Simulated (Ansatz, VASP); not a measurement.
## One calculation of CaCu3, two programs

```
Ca Cu
1.0
     4.06630    0.00000    0.00000
     0.00000    4.06630    0.00000
     0.00000    0.00000    4.06630
Ca Cu
1 3
Direct
  0.00000 0.00000 0.00000
  0.00000 0.50000 0.50000
  0.50000 0.00000 0.50000
  0.50000 0.50000 0.00000
```

Alike in both runs: functional PBE; k mesh 12 × 12 × 12; occupations gaussian, width 0.1 eV; no spin polarisation.

Ansatz relaxed the structure, and its values are those at the end. VASP's run is a single point on that final structure, the one shown.

|  | VASP | Ansatz |
| --- | --- | --- |
| version | VASP 6.6.1 | Ansatz 0.2.0 |
| potentials or method | VASP PAW PBE potentials, release 64 (Ca_sv, Cu), cutoff 520 eV | scalar-relativistic, plane waves, PAW |
| valence electrons in the cell | 43 | 67 |

```csv
,VASP,Ansatz,Ansatz less VASP
gap on the k mesh at the Fermi level (eV),none,none,-
pressure (GPa),0.5,0.0,-0.56
```

A gap of «none» marks a metal or a gap that the smearing closes. VASP's potentials hold 43 valence electrons a cell and Ansatz's 67, so a difference there can come from the potentials and not from the codes.
